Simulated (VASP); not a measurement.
A run of VASP 6.6.1:

File INCAR:

```
SYSTEM = Au
PREC = Accurate ; ENCUT = 520
EDIFF = 1E-8 ; ISMEAR = -1
SIGMA = 0.15 ; LREAL = .FALSE.
LASPH = .TRUE. ; NELM = 100
ALGO = Fast ; ISIF = 2
LWAVE = .FALSE. ; LCHARG = .FALSE.
GGA = PS ; LEFG = .TRUE.
NBANDS = 18
```

KPOINTS

```
Automatic mesh
0
G
  16 16 10
  0 0 0
```

File POSCAR:

```
Au
1.0
    1.4317814663     -2.4799683627      0.0000000000
    1.4317814663      2.4799683627      0.0000000000
    0.0000000000      0.0000000000      4.7983151564
Au
2
Direct
    0.6666493017      0.3333506983      0.2500000000
    0.3333506983      0.6666493017      0.7500000000
```

Potentials or basis: VASP PAW PBE potentials, release 64 (Au).

The run is started by

```sh
$ cat potpaw_PBE.64/Au/POTCAR > POTCAR
$ mpirun -np 1 vasp_std > vasp.out
```

Hardware: 1 thread of Intel(R) Xeon(R) 6975P-C (Granite Rapids) (shared host).

Problem. Estimate the wall time of this run.

Solution. It took 110 s on 1 thread of Intel(R) Xeon(R) 6975P-C (Granite Rapids) (shared host), peak memory 0.33 GiB. Counts: scf iterations 17, k points 438.
